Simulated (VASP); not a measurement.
BeSe5:

```
CELL_PARAMETERS angstrom
0.00000 4.26499 4.26499
4.26499 0.00000 4.26499
4.26499 4.26499 0.00000
ATOMIC_POSITIONS crystal
Be 0.00000 0.00000 0.00000
Se 0.25000 0.25000 0.25000
Se 0.12616 0.62461 0.62461
Se 0.62461 0.62461 0.62461
Se 0.62461 0.62461 0.12616
Se 0.62461 0.12616 0.62461
```

| Quantity | Value |
| --- | --- |
| Program | VASP 6.6.1 |
| Task | relaxation of cell and atoms |
| Functional | PBE |
| Potentials or basis | VASP PAW PBE potentials, release 64 (Be, Se) |
| Cutoff | 600 eV |
| k mesh | 4 × 4 × 4 |
| Occupations | gaussian, width 0.1 eV |
| Spin | no spin polarisation |

At the start: pressure -6.6 GPa; volume 25.86 Å³/atom.

Question: Where does the relaxation end?

Answer: Over 6 steps the energy falls by 106.2 meV/atom and the volume is 21.63 Å³/atom (-16.4 %); space group F-43m (No. 216, to 0.05 Å).

The path:
| step | energy change (eV) | largest force (eV/Å) | pressure (GPa) | volume (Å³) |
| --- | --- | --- | --- | --- |
| 1 | 0.0000 | 0.0015 | -6.63 | 155.16 |
| 2 | -0.6240 | 0.0444 | -1.24 | 132.35 |
| 3 | -0.6362 | 0.0550 | -0.07 | 129.43 |
| 4 | -0.6361 | 0.0569 | 0.13 | 128.95 |
| 5 | -0.6368 | 0.0460 | -0.02 | 129.29 |
| 6 | -0.6371 | 0.0320 | -0.22 | 129.76 |

Final structure:
```cif
data_structure
_symmetry_space_group_name_H-M 'P 1'
_symmetry_Int_Tables_number 1
_cell_length_a 5.6827
_cell_length_b 5.6827
_cell_length_c 5.6827
_cell_angle_alpha 60.000
_cell_angle_beta 60.000
_cell_angle_gamma 60.000
_cell_volume 129.76
loop_
_atom_site_label
_atom_site_type_symbol
_atom_site_fract_x
_atom_site_fract_y
_atom_site_fract_z
_atom_site_occupancy
Be1 Be 0.00000 0.00000 0.00000 1
Se1 Se 0.25000 0.25000 0.25000 1
Se2 Se 0.12468 0.62511 0.62511 1
Se3 Se 0.62511 0.62511 0.62511 1
Se4 Se 0.62511 0.62511 0.12468 1
Se5 Se 0.62511 0.12468 0.62511 1
```

Caveat: the volume moved by over 15 % at a fixed basis, so the end points are rough.
